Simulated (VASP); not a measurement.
**Bi: electric field gradients with LDA**

Crystal: Bi.

```xyz
2
Lattice="2.2203 1.2500 3.9181 -2.3257 1.2955 3.9636 -0.0133 -2.6642 3.9802" Properties=species:S:1:pos:R:3 pbc="T T T"
Bi   -0.0277   -0.0277    2.7744
Bi   -0.0909   -0.0909    9.0876
```

This cell differs from its parent crystal: equal xy, yz and zx shear strains of -2 %.

- Program: VASP 6.6.1
- Task: electric field gradients
- Functional: LDA
- Potentials or basis: VASP PAW LDA potentials, release 64 (Bi_d)
- Cutoff: 520 eV
- k mesh: 11 × 11 × 11
- Occupations: fermi-dirac, width 0.03 eV
- Spin: no spin polarisation
- Dipole correction: no
- Further INCAR settings: ALGO = Normal; EDIFF = 1e-08; NBANDS = 22

```yaml
Pressure: -1.7 GPa
Largest_force: 0.144 eV/Å
Band_gap_on_the_k_mesh: zero (bands 15 and 16 overlap by 0.17 eV)
Largest_electric_field_gradient_by_atom: Bi -48.0 V/Å²
```

Forces in eV/Å, atoms in the order of the input:
```
Bi   0.059  0.117  0.060
Bi  -0.059 -0.117 -0.060
```

Stress tensor (GPa, compression positive):
```
-2.24  0.19  0.43
 0.19 -1.35  0.89
 0.43  0.89 -1.65
```

Levels at points of the mesh, in eV from the Fermi level:
```csv
k point,band 13,band 14,band 15,band 16,band 17,band 18
"(0.00, 0.00, 0.00)",-1.49,-1.32,-1.03,2.46,2.80,3.11
```

Electric field gradients, principal values (V/Å²):
```tsv
atom	least	middle	greatest (by size)
1 Bi	17.749	30.256	-48.006
2 Bi	17.749	30.256	-48.006
```

Wall time 6.7 min on 4 MPI ranks on Oxide Virtual Turin-like Processor, on a shared host, peak memory 0.78 GiB a rank.

Caveat: the cell differs from its parent crystal (equal xy, yz and zx shear strains of -2 %); without QUAD_EFG the Cq values of the log hold for a quadrupole moment of 1 mb, not for the nuclei; spin-orbit coupling is left out, which moves the levels of the heavy elements.
